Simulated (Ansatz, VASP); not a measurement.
# One calculation of WC, two programs

```
W C
1.0
     2.84129    0.00000    0.00000
    -1.42065    2.46063    0.00000
     0.00000    0.00000    2.77125
W C
1 1
Cartesian
  0.0000 0.0000 0.0000
  1.4206 0.8202 1.3856
```

Change from the starting cell: volume scaled by 0.94, PAW files.

Alike in both runs: task electric field gradients; functional PBEsol; k mesh 13 × 13 × 12; occupations fermi-dirac, width 0.05 eV; no spin polarisation.

```csv
,VASP,Ansatz
version,VASP 6.6.1,Ansatz 0.2.0
potentials or method,"VASP PAW PBE potentials, release 64 (W_sv, C)","PAW with Ansatz's default frozen-core files, scalar-relativistic"
plane-wave cutoff (eV),520,420
valence electrons in the cell,18,18
```

|  | VASP | Ansatz | Ansatz less VASP |
| --- | --- | --- | --- |
| pressure (GPa) | 29.5 | 27.8 | -1.73 |
| traceless stress, the component that is largest in VASP (GPa) | 2.84 | 2.54 | -0.292 |
| size of Vzz on the site where it differs most (V/Å²) | 173.9 | 169.6 | -4.30 |

VASP's potentials were made for PBE, not for PBEsol.

Spin-orbit coupling is off throughout.
